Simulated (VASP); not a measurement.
Write the native input for VASP 6.6.1 that does the following.

```
Task                   : single point
Functional             : PBE
Potentials or basis    : VASP PAW PBE potentials, release 64 (B, As)
Cutoff                 : 520 eV
k mesh                 : 10 × 10 × 10
Occupations            : tetrahedron
Spin                   : no spin polarisation
Dipole correction      : no
Further INCAR settings : ALGO = Normal; EDIFF = 1e-06; NBANDS = 11
```

The structure of BAs lies in POSCAR:

```
BAs
1.0
    0.0000000000      2.4885655517      2.4044111611
    2.4044111611      0.0000000000      2.4044111611
    2.4044111611      2.4885655517      0.0000000000
B As
1 1
Direct
    0.0000000000      0.0000000000      0.0000000000
    0.7500000000      0.7500000000      0.7500000000
```

These files were run (other wordings do the same):

INCAR

```
SYSTEM = BAs
ALGO = Normal
EDIFF = 1E-6
ENCUT = 520
GGA = PE
ISIF = 2
ISMEAR = -5
LASPH = .TRUE.
LCHARG = .FALSE.
LREAL = .FALSE.
LWAVE = .FALSE.
NBANDS = 11
NELM = 60
PREC = Accurate
SIGMA = 0.05
```

KPOINTS

```
k-points
0
G
  10 10 10
  0 0 0
```

Potentials or basis: VASP PAW PBE potentials, release 64 (B, As).

Command:

```bash
$ cat potpaw_PBE.64/B/POTCAR potpaw_PBE.64/As/POTCAR > POTCAR
$ mpirun -np 1 vasp_std > vasp.out
```

Results of the run:

```yaml
Pressure: -3.7 GPa
Band_gap_on_the_k_mesh: 0.98 eV, indirect (least direct gap 3.03 eV)
```

Run time: 15 s on 1 thread of Intel(R) Xeon(R) Platinum 8559C (Emerald Rapids), on a shared host, peak memory 0.18 GiB.
